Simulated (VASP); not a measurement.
# LiF in VASP: settings compared

Aim: see how the results for LiF move with the level of theory and the settings. Levels: PBE, r2SCAN. Tasks: single point.

Program: VASP 6.6.1. These are calculated values, not measurements. Logs are shortened: lines on timing, memory, paths and dates and some standing lists are left out, and cuts for length are marked.

## 1. The cell of the first run

The structure is tetragonal, space group I-4m2 (No. 119). Conventional cell: a = 3.007 Å, b = 3.007 Å, c = 4.289 Å, α = 90.00°, β = 90.00°, γ = 90.00°. Li (site symmetry -4m2) has 4 F at 1.85 Å within 2.5 Å. Within 2.5 Å of F (site symmetry -4m2) lie 4 Li at 1.85 Å.

## 2. Single point, PBE (biaxial xy strain -0.9%)

Contents of INCAR:

```
ALGO = Normal ; EDIFF = 1E-6
ENCUT = 520 ; GGA = PE
ISIF = 2 ; ISMEAR = -1
LASPH = True ; LCHARG = False
LREAL = False ; LWAVE = False
NBANDS = 12 ; NELM = 100
PREC = Accurate ; SIGMA = 0.02
```

Contents of KPOINTS:

```
k-points
0
Gamma
  10 10 10
```

Contents of POSCAR:

```
LiF
1.0
    0.0000000000      2.1259524380      2.1446105498
    2.1259524380      0.0000000000      2.1446105498
    2.1259524380      2.1259524380      0.0000000000
Li F
1 1
Direct
    0.0000000000      0.0000000000      0.0000000000
    0.2500000000      0.2500000000      0.2500000000
```

Potentials or basis: VASP PAW PBE potentials, release 64 (Li_sv, F).

Started as:

```sh
cat potpaw_PBE.64/Li_sv/POTCAR potpaw_PBE.64/F/POTCAR > POTCAR
mpirun -np 1 vasp_std > vasp.out
```

OUTCAR:

```text
EDIFF = 1E-6
   ENCUT = 520
   GGA = PE
   ISIF = 2
   ISMEAR = -1
   LASPH = True
   LREAL = False
   NELM = 100
   PREC = Accurate

 ion  position               nearest neighbor table
   1  0.000  0.000  0.000-   2 1.85   2 1.85   2 1.85   2 1.85
   2  0.250  0.250  0.250-   1 1.85   1 1.85   1 1.85   1 1.85

  LATTYP: Found a body centered tetragonal cell.
 ALAT       =     3.0065507708
 C/A-ratio  =     1.4266252016

  Lattice vectors:

 A1 = (  -2.1259524380,   0.0000000000,   2.1446105498)
 A2 = (   2.1259524380,   0.0000000000,   2.1446105498)
 A3 = (   0.0000000000,   2.1259524380,  -2.1446105498)

Analysis of symmetry for initial positions (statically):
=====================================================================
 Subroutine PRICEL returns:
 Original cell was already a primitive cell.

 Routine SETGRP: Setting up the symmetry group for a
 body centered tetragonal supercell.

 Subroutine GETGRP returns: Found  8 space group operations
 (whereof  8 operations were pure point group operations)
 out of a pool of 16 trial point group operations.

The static configuration has the point symmetry D_2d.

Analysis of symmetry for dynamics (positions and initial velocities):
=====================================================================
 Subroutine PRICEL returns:
 Original cell was already a primitive cell.

 Routine SETGRP: Setting up the symmetry group for a
 body centered tetragonal supercell.

 Subroutine GETGRP returns: Found  8 space group operations
 (whereof  8 operations were pure point group operations)
 out of a pool of 16 trial point group operations.

The dynamic configuration has the point symmetry D_2d.

 Subroutine INISYM returns: Found  8 space group operations
 (whereof  8 operations are pure point group operations),
 and found     1 'primitive' translations

----------------------------------------------------------------------------------------

                                     Primitive cell

  volume of cell :      19.3859

  direct lattice vectors                    reciprocal lattice vectors
     0.000000000  2.125952438  2.144610550    -0.235188705  0.235188705  0.233142563
     2.125952438  0.000000000  2.144610550     0.235188705 -0.235188705  0.233142563
     2.125952438  2.125952438  0.000000000     0.235188705  0.235188705 -0.233142563

  length of vectors
     3.019772869  3.019772869  3.006550771     0.406180881  0.406180881  0.406180881

  position of ions in fractional coordinates (direct lattice)
     0.000000000  0.000000000  0.000000000
     0.250000000  0.250000000  0.250000000

  ion indices of the primitive-cell ions
   primitive index   ion index
                 1           1
                 2           2

----------------------------------------------------------------------------------------

 KPOINTS: k-points

Automatic generation of k-mesh.
 Grid dimensions read from file:
 generate k-points for:   10   10   10

 Generating k-lattice:

  Cartesian coordinates                     Fractional coordinates (reciprocal lattice)
    -0.023518870  0.023518870  0.023314256     0.100000000  0.000000000  0.000000000
     0.023518870 -0.023518870  0.023314256     0.000000000  0.100000000  0.000000000
     0.023518870  0.023518870 -0.023314256     0.000000000  0.000000000  0.100000000

  Length of vectors
     0.040618088  0.040618088  0.040618088

  Shift w.r.t. Gamma in fractional coordinates (k-lattice)
     0.000000000  0.000000000  0.000000000

 Subroutine IBZKPT returns following result:
 ===========================================

 Found    102 irreducible k-points:

 Following reciprocal coordinates:
            Coordinates               Weight
  0.000000  0.000000  0.000000      1.000000
  0.100000 -0.000000  0.000000      8.000000
  0.200000 -0.000000  0.000000      8.000000
  0.300000 -0.000000  0.000000      8.000000
  0.400000 -0.000000  0.000000      8.000000
  0.500000 -0.000000  0.000000      4.000000
[... 16 lines left out ...]
  0.300000  0.300000  0.000000      2.000000
  0.400000  0.300000  0.000000      8.000000
 [... further k-points ...]
   k-points           NKPTS =    102   k-points in BZ     NKDIM =    102   number of bands    NBANDS=     12
   number of dos      NEDOS =    301   number of ions     NIONS =      2
   total plane-waves  NPLWV =  13824
   dimension x,y,z NGX =    24 NGY =   24 NGZ =   24
   dimension x,y,z NGXF=    48 NGYF=   48 NGZF=   48
   ions per type =               1   1
   NGX,Y,Z   is equivalent  to a cutoff of  13.21, 13.21, 13.27 a.u.
   NGXF,Y,Z  is equivalent  to a cutoff of  26.43, 26.43, 26.54 a.u.
 SYSTEM =  unknown system
   PREC   = accura    normal or accurate (medium, high low for compatibility)
   ISTART =      0    job   : 0-new  1-cont  2-samecut
   ICHARG =      2    charge: 1-file 2-atom 10-const
   ISPIN  =      1    spin polarized calculation?
   LNONCOLLINEAR =      F non collinear calculations
   LSORBIT =      F    spin-orbit coupling
   LASPH  =      T    aspherical Exc in radial PAW
   ENCUT  =  520.0 eV  38.22 Ry    6.18 a.u.   5.61  5.61  5.59*2*pi/ulx,y,z
   NELM   =    100;   NELMIN=  2; NELMDL= -5     # of ELM steps
   EDIFF  = 0.1E-05   stopping-criterion for ELM
   LREAL  =      F    real-space projection
   EDIFFG = 0.1E-04   stopping-criterion for IOM
   NSW    =      0    number of steps for IOM
   IBRION =     -1    ionic relax: 0-MD 1-quasi-New 2-CG
   NFREE  =      0    steps in history (QN), initial steepest desc. (CG)
   ISIF   =      2    stress and relaxation
   ISYM   =      2    0-nonsym 1-usesym 2-fastsym
   POTIM  = 0.5000    time-step for ionic-motion
   TEBEG  =    0.0;   TEEND  =   0.0 temperature during run
   PSTRESS=    0.0 pullay stress
   NELECT =      10.0000    total number of electrons
   NUPDOWN=      -1.0000    fix difference up-down
   EMIN   =  10.00;   EMAX   =-10.00  energy-range for DOS
   EFERMI =   0.00;   METHOD = LEGACY
   ISMEAR =    -1;   SIGMA  =   0.02  broadening in eV -4-tet -1-fermi 0-gaus
   EFERMI_NEDOS =   21; number of points for ismear=-14 and -15
   IALGO  =     38    algorithm
   IMIX   =      4    mixing-type and parameters
     AMIX     =   0.40;   BMIX     =  1.00
     AMIX_MAG =   1.60;   BMIX_MAG =  1.00
  volume/ion in A,a.u.               =       9.69        65.41
  Fermi-wavevector in a.u.,A,eV,Ry     =   1.312944  2.481105 23.454035  1.723823
  Thomas-Fermi vector in A             =   2.443301
   LORBIT       =      0    0 simple, 1 ext, 2 COOP (PROOUT), +10 PAW based schemes
   GGA     = PE    functional components
   LHFCALC =     F    Hartree Fock is set to
   AEXX    =    0.0000 exact exchange contribution
   IVDW    =     0    specifies the selected vdW correction
   LEPSILON=     F    determine dielectric tensor
   LRPA    =     F    only Hartree local field effects (RPA)
 non-spin polarized calculation
  energy-cutoff  :      520.00
  volume of cell :       19.39
 maximum number of plane-waves:       534
   NGX = 11   NGY = 11   NGZ = 11

 number of electron      10.0000000 magnetization

 number of electron       9.9999992 magnetization

 Free energy of the ion-electron system (eV)
  ---------------------------------------------------
  ext. energy  EPLUGINS =         0.00000000
  ---------------------------------------------------
  free energy    TOTEN  =        -9.60932331 eV

  energy without entropy =       -9.60932331  energy(sigma->0) =       -9.60932331

 E-fermi :  -1.9935     XC(G=0):  -8.9431

 val. band max:       -2.4431542109   @ k =   0.0000   0.0000   0.0000
 cond. band min:       5.5665480422   @ k =   0.0000   0.0000   0.0000
 fundamental gap:      8.0097022531
 Fermi energy:        -1.9934887439

 k-point     1 :       0.0000    0.0000    0.0000
  band No.  band energies     occupation
      1     -42.7377      2.00000
      2     -21.8164      2.00000
      3      -2.4583      2.00000
      4      -2.4432      2.00000
      5      -2.4432      2.00000
      6       5.5665      0.00000
      7      17.1960      0.00000
      8      17.1960      0.00000
      9      17.2015      0.00000
     10      25.7931      0.00000
     11      26.0276      0.00000
     12      26.0276      0.00000

 k-point     2 :       0.1000   -0.0000    0.0000
  band No.  band energies     occupation
      1     -42.7338      2.00000
      2     -21.7993      2.00000
      3      -2.6758      2.00000
      4      -2.4808      2.00000
      5      -2.4689      2.00000
      6       5.8529      0.00000
      7      16.9711      0.00000
      8      17.2557      0.00000
      9      17.2636      0.00000
     10      24.5060      0.00000
     11      24.7702      0.00000
     12      24.7751      0.00000

 k-point     3 :       0.2000   -0.0000    0.0000
  band No.  band energies     occupation
      1     -42.7233      2.00000
      2     -21.7532      2.00000
      3      -3.2305      2.00000
      4      -2.5523      2.00000
      5      -2.5350      2.00000
      6       6.6328      0.00000
      7      16.1513      0.00000
      8      17.2949      0.00000
      9      17.3424      0.00000
     10      23.6113      0.00000
     11      23.7802      0.00000
     12      24.0721      0.00000
[... 286 lines left out ...]
 k-point    23 :       0.3000    0.3000    0.0000
  band No.  band energies     occupation
      1     -42.7019      2.00000
      2     -21.6619      2.00000
      3      -3.5337      2.00000
      4      -2.9824      2.00000
      5      -2.9824      2.00000
      6       7.6323      0.00000
      7      15.4943      0.00000
      8      17.1224      0.00000
      9      17.1224      0.00000
     10      18.4698      0.00000
     11      26.6113      0.00000
     12      30.2554      0.00000

 k-point    24 :       0.4000    0.3000    0.0000
  band No.  band energies     occupation
      1     -42.6939      2.00000
      2     -21.6250      2.00000
      3      -3.7794      2.00000
      4      -3.0891      2.00000
      5      -3.0673      2.00000
      6       8.1417      0.00000
      7      14.2933      0.00000
      8      17.1687      0.00000
      9      17.2419      0.00000
     10      19.0121      0.00000
     11      26.1460      0.00000
     12      29.7494      0.00000

 [... further k-points ...]
[... 5 lines left out ...]
  --------------------------------------------------------------------------------------
  -------------------------------------------------------------------------------------
  Total        0.4903892      0.4903892      0.4731529      0.0000000      0.0000000      0.0000000
  in kB       40.5290091     40.5290091     39.1044884      0.0000000      0.0000000      0.0000000
  external PRESSURE =      40.0541689 kB  Pullay stress =       0.0000000 kB

 VOLUME and BASIS-vectors are now :
 -----------------------------------------------------------------------------
  energy-cutoff  :      520.00
  volume of cell :       19.39
      direct lattice vectors                 reciprocal lattice vectors
     0.000000000  2.125952438  2.144610550    -0.235188705  0.235188705  0.233142563
     2.125952438  0.000000000  2.144610550     0.235188705 -0.235188705  0.233142563
     2.125952438  2.125952438  0.000000000     0.235188705  0.235188705 -0.233142563

 POSITION                                       TOTAL-FORCE (eV/Angst)
 -----------------------------------------------------------------------------------
      0.00000      0.00000      0.00000        -0.000000     -0.000000      0.000000
      1.06298      1.06298      1.07231         0.000000      0.000000     -0.000000
 -----------------------------------------------------------------------------------
    total drift:                                0.000000      0.000000     -0.000000

  FREE ENERGIE OF THE ION-ELECTRON SYSTEM (eV)
  ---------------------------------------------------
  free  energy   TOTEN  =        -9.6093233080 eV

  energy  without entropy=       -9.6093233080  energy(sigma->0) =       -9.60932331
```

Wall time 8.1 s (1 thread of Intel Xeon 6975P-C (Granite Rapids), shared host); peak memory 0.14 GiB.

Results:

```
Free energy            : -9.6093 eV
Band gap on the k mesh : 8.01 eV, direct
```

Levels at points of the mesh, in eV from the valence-band top:
```
           k point  band 1  band 2  band 3  band 4  band 5  band 6  band 7  band 8  band 9  band 10
(0.00, 0.00, 0.00)  -40.29  -19.37   -0.02    0.00    0.00    8.01   19.64   19.64   19.64    28.24
(0.50, 0.00, 0.00)  -40.25  -19.18   -2.05   -0.29   -0.26   12.07   15.14   19.21   19.35    26.58
(0.50, 0.50, 0.00)  -40.24  -19.14   -1.45   -0.81   -0.81   10.64   16.06   19.78   19.78    21.92
(0.50, 0.00, 0.50)  -40.24  -19.12   -1.44   -0.85   -0.84   10.65   16.13   19.63   19.76    21.93
```

Caveat: the cell differs from its parent crystal (biaxial xy strain -0.9%); the cutoff is under 1.25 times the usual one of these potentials, so pressure, stress and relaxed cells hold a basis-set (Pulay) error. A k mesh can miss the band edges.

(Continued in part 2 of 2.)
